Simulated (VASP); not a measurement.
Runs of VASP 6.6.1 on LiF (Griceite). The structure is that of space group Fm-3m (No. 225), or close to it. The cells are those of the table. 

```tsv
level	cell	k mesh	smearing	gap on the mesh (eV)
PBE	a = 2.897, b = 2.821 Å, angles 60.9, 58.3, 60.9°, 2 atoms	10 × 10 × 10	fermi-dirac 0.02 eV	8.81
PBE	a = 2.821 Å, angles 60.0°, 2 atoms	10 × 10 × 10	fermi-dirac 0.02 eV	9.35
r2SCAN	a = 2.897, b = 2.821 Å, angles 60.9, 58.3, 60.9°, 2 atoms	10 × 10 × 10	gaussian 0.01 eV	(b)
r2SCAN	a = 2.821 Å, angles 60.0°, 2 atoms	10 × 10 × 10	gaussian 0.01 eV	10.55
PBE	a = 2.794 Å, angles 60.0°, 2 atoms	6 × 6 × 6	gaussian 0.01 eV	(a)
PBE	a = 2.715 Å, angles 60.0°, 2 atoms	10 × 10 × 10	fermi-dirac 0.02 eV	10.50
r2SCAN	a = 2.715 Å, angles 60.0°, 2 atoms	10 × 10 × 10	gaussian 0.01 eV	11.73
PBE	a = 2.821 Å, angles 60.0°, 2 atoms	6 × 6 × 6	gaussian 0.01 eV	9.35
PBE	a = 2.715 Å, angles 60.0°, 2 atoms	6 × 6 × 6	gaussian 0.01 eV	10.49
PBE	a = 2.897, b = 2.821 Å, angles 60.9, 58.3, 60.9°, 2 atoms	6 × 6 × 6	gaussian 0.01 eV	8.81
```

Alike in all rows: task single point; potentials or basis VASP PAW PBE potentials, release 64 (Li_sv, F); no spin polarisation; cutoff (eV) 520.

Q: Estimate the missing entries.

A: (a) 9.62; (b) 9.97.

Caveats: some runs use coarse meshes.

A k mesh can miss the band edges.
